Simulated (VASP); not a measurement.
Set up this calculation in VASP 6.6.1, as the native input.

```yaml
Task: single point
Functional: r2SCAN
Potentials_or_basis: VASP PAW PBE potentials, release 64 (Cs_sv, Br)
Cutoff: 550 eV
k_mesh: 6 × 6 × 6
Occupations: gaussian, width 0.02 eV
Spin: no spin polarisation
Dipole_correction: no
Further_INCAR_settings: ALGO = Normal; EDIFF = 1e-06; NBANDS = 15
```

Crystal: CsBr.

```
CELL_PARAMETERS angstrom
4.27894 0.00000 0.00000
0.00000 4.27894 0.00000
0.00000 0.00000 4.27894
ATOMIC_POSITIONS crystal
Cs 0.00000 0.00000 0.00000
Br 0.50000 0.50000 0.50000
```

The input as run:

POSCAR

```
CsBr
1.0
    4.2789398218      0.0000000000      0.0000000000
    0.0000000000      4.2789398218      0.0000000000
    0.0000000000      0.0000000000      4.2789398218
Cs Br
1 1
Direct
    0.0000000000      0.0000000000      0.0000000000
    0.5000000000      0.5000000000      0.5000000000
```

INCAR.step1

```
  ALGO = Normal
  EDIFF = 1E-5
  ENCUT = 550
  GGA = PE
  GGA_COMPAT = F
  ISMEAR = 0
  LASPH = T
  LCHARG = F
  LREAL = F
  LWAVE = T
  NBANDS = 15
  NELM = 120
  PREC = Accurate
  SIGMA = 0.02
```

INCAR.step2

```
  ALGO = Normal
  EDIFF = 1E-6
  ENCUT = 550
  GGA_COMPAT = F
  ISIF = 2
  ISMEAR = 0
  ISTART = 1
  LASPH = T
  LCHARG = F
  LMIXTAU = T
  LREAL = F
  LWAVE = F
  METAGGA = R2SCAN
  NBANDS = 15
  NELM = 120
  PREC = Accurate
  SIGMA = 0.02
```

KPOINTS

```
k-points
0
Gamma
  6 6 6
```

Potentials or basis: VASP PAW PBE potentials, release 64 (Cs_sv, Br).

Command:

```console
$ cat potpaw_PBE.64/Cs_sv/POTCAR potpaw_PBE.64/Br/POTCAR > POTCAR
$ cp INCAR.step1 INCAR
$ mpirun -np 1 vasp_std > vasp.out
$ cp INCAR.step2 INCAR
$ mpirun -np 1 vasp_std > vasp.out
```

It gave:

```yaml
Pressure: 0.6 GPa
Band_gap_on_the_k_mesh: 5.31 eV
```

Caveat: the PAW data sets were made with another functional, which shifts forces and pressure a little; spin-orbit coupling is left out, which moves the levels of the heavy elements.

Wall time 2.8 min on 1 thread of Intel Xeon 8259CL, with other jobs on the host, peak memory 0.22 GiB.
